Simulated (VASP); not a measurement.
Lu, 1 atom in the cell. It takes space group Fm-3m (No. 225, cubic). Conventional cell: a = 4.961 Å, b = 4.961 Å, c = 4.961 Å, α = 90.00°, β = 90.00°, γ = 90.00°. Lu (site symmetry m-3m) has 12 Lu at 3.51 Å within 4.6 Å. This isn't the form of Lu at room conditions, which is hcp.

```yaml
Program: VASP 6.6.1
Task: single point
Functional: PBEsol
Potentials_or_basis: VASP PAW PBE potentials, release 64 (Lu)
Cutoff: 520 eV
k_mesh: 13 × 13 × 13
Occupations: fermi-dirac, width 0.1 eV
Spin: no spin polarisation
Dipole_correction: no
Further_INCAR_settings: ALGO = Normal; EDIFF = 1e-06; NBANDS = 18
```

Potentials or basis: VASP PAW PBE potentials, release 64 (Lu).

Command:

```bash
$ cat potpaw_PBE.64/Lu/POTCAR > POTCAR
$ mpirun -np 1 vasp_std > vasp.out
```

Hardware: 1 thread of Intel(R) Xeon(R) Platinum 8375C CPU @ 2.90GHz (Ice Lake), with other jobs on the host.

Problem. Estimate the wall time of this run.

Solution. It took 38 s on 1 thread of Intel(R) Xeon(R) Platinum 8375C CPU @ 2.90GHz (Ice Lake), with other jobs on the host, peak memory 0.2 GiB. Counts: scf iterations 11, k points 84.
